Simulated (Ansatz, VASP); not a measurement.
SnO: VASP beside Ansatz

File INCAR:

```
SYSTEM = SnO
PREC     = Accurate       ! precision mode
ENCUT    = 520            ! plane-wave cutoff, eV
EDIFF    = 1E-6           ! SCF threshold, eV
ISMEAR   = 0              ! smearing method
SIGMA    = 0.05           ! smearing width, eV
LREAL    = .False.        ! projectors in reciprocal space
LASPH    = .True.         ! aspherical terms in the spheres
NELM     = 60             ! most SCF steps
ALGO     = Normal         ! electronic algorithm
ISIF     = 2              ! what is computed and relaxed
LWAVE    = .False.        ! write WAVECAR
LCHARG   = .True.         ! write CHGCAR
LDIPOL   = .True.       
IDIPOL   = 3            
DIPOL    = 0.5 0.5 0.394
GGA      = PE             ! functional
IVDW     = 12             ! dispersion correction
LELF     = .True.         ! ELF
LVHAR    = .True.       
LVACPOTAV= .True.       
NBANDS   = 50             ! bands
```

KPOINTS

```
regular mesh
0
Gamma
  7 7 1
  0 0 0
```

File POSCAR:

```
SnO
1.0
    3.8201636883      0.0000000000      0.0000000000
    0.0000000000      3.8201636883      0.0000000000
    0.0000000000      0.0000000000     22.2260802162
Sn O
4 4
Direct
    0.7500000000      0.2500000000      0.2024648501
    0.2500000000      0.7500000000      0.3087831971
    0.2500000000      1.2500000000      0.4797535150
    0.7500000000      0.7500000000      0.5860718620
    0.2500000000      0.2500000000      0.2556240236
    0.7500000000      0.7500000000      0.2556240236
    0.7500000000      1.2500000000      0.5329126885
    0.2500000000      0.7500000000      0.5329126885
```

Input for Ansatz:

```yaml
crystal:
  lattice:
    - [3.8201636883, 0.0, 0.0]
    - [0.0, 3.8201636883, 0.0]
    - [0.0, 0.0, 22.2260802162]
  atoms:
    - { symbol: Sn, position: [0.75, 0.25, 0.2024648501] }
    - { symbol: O, position: [0.25, 0.25, 0.2556240236] }
    - { symbol: O, position: [0.75, 0.75, 0.2556240236] }
    - { symbol: Sn, position: [0.25, 0.75, 0.3087831971] }
    - { symbol: Sn, position: [0.25, 1.25, 0.479753515] }
    - { symbol: O, position: [0.75, 1.25, 0.5329126885] }
    - { symbol: O, position: [0.25, 0.75, 0.5329126885] }
    - { symbol: Sn, position: [0.75, 0.75, 0.586071862] }
basis:
  ecutwfc: 420
kpoints:
  mp_grid: { grid: [7, 7, 1] }
hamiltonian:
  xc: pbe
  pseudopotentials: { kind: paw, azcp: { folder: soft_1 } }
  dispersion: d3bj
scf:
  occupations: { method: gaussian, width: 0.05 }
output:
  forces: true
  eigenvalues: true
efield:
  axis: 3
  dipole_correction: true
  ramp_width: 0.04
```

Alike in both runs: task single point; functional PBE; dispersion D3(BJ); k mesh 7 × 7 × 1; occupations gaussian, width 0.05 eV; no spin polarisation.

|  | VASP | Ansatz |
| --- | --- | --- |
| version | VASP 6.6.1 | Ansatz 0.2.0 |
| potentials or method | VASP PAW PBE potentials, release 64 (Sn_d, O), cutoff 520 eV | scalar-relativistic, plane waves, PAW |
| valence electrons in the cell | 80 | 80 |

VASP gave:

* gap on the k mesh at the Fermi level (eV): 2.14
* least direct gap on the mesh (eV): 2.34
* rms of the force components (eV/Å): 0.035

Task: Which values does Ansatz return?

Result: gap on the k mesh at the Fermi level (eV): 2.14; least direct gap on the mesh (eV): 2.35; rms of the force components (eV/Å): 0.008.
